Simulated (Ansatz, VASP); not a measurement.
**Two plane-wave programs on Cs**

File INCAR:

```
SYSTEM = Cs
PREC = Accurate
ENCUT = 520
EDIFF = 1E-7
ISMEAR = -1
SIGMA = 0.1
LREAL = .FALSE.
LASPH = .TRUE.
NELM = 100
ALGO = Normal
ISIF = 2
LWAVE = .FALSE.
LCHARG = .FALSE.
GGA = CA
NBANDS = 10
```

The input KPOINTS:

```
Automatic mesh
0
G
  9 9 9
  0 0 0
```

POSCAR

```
Cs
1.0
    0.0000000000      3.5367507290      3.5367507290
    3.5367507290      0.0000000000      3.5367507290
    3.5367507290      3.5367507290      0.0000000000
Cs
1
Direct
    0.0000000000      0.0000000000      0.0000000000
```

Input for Ansatz:

```yaml
crystal:
  lattice:
    - [0.0, 3.536750729, 3.536750729]
    - [3.536750729, 0.0, 3.536750729]
    - [3.536750729, 3.536750729, 0.0]
  atoms:
    - { symbol: Cs, position: [0.0, 0.0, 0.0] }
hamiltonian:
  xc: lda
  pseudopotentials:
    kind: paw
    azcp:
      Cs: "pseudopotentials/Cs.paw.azcp"
basis:
  ecutwfc: 420
  fft_grid_basis: typed
kpoints:
  mp_grid: { grid: [9, 9, 9], shift: [0, 0, 0] }
magnetization:
  spin_polarized: false
scf:
  occupations: { method: fermi_dirac, width: 0.1 }
  lower_state_search: "off"
output:
  stress: true
```

Alike in both runs: task single point; functional LDA; k mesh 9 × 9 × 9; occupations fermi-dirac, width 0.1 eV; no spin polarisation.

|  | VASP | Ansatz |
| --- | --- | --- |
| version | VASP 6.6.1 | Ansatz 0.2.0 |
| potentials or method | VASP PAW LDA potentials, release 64 (Cs_sv), cutoff 520 eV | plane waves (420 eV) with PAW, scalar-relativistic |
| valence electrons in the cell | 9 | 9 |

```tsv
	VASP	Ansatz	Ansatz less VASP
pressure (GPa)	0.2	0.2	+0.01
```

Ansatz warns that its potentials were made for another functional, while VASP's fit it. LDA's correlation is that of Perdew and Zunger in VASP and of Perdew and Wang (1992) in Ansatz.

Neither program's run includes spin-orbit coupling.
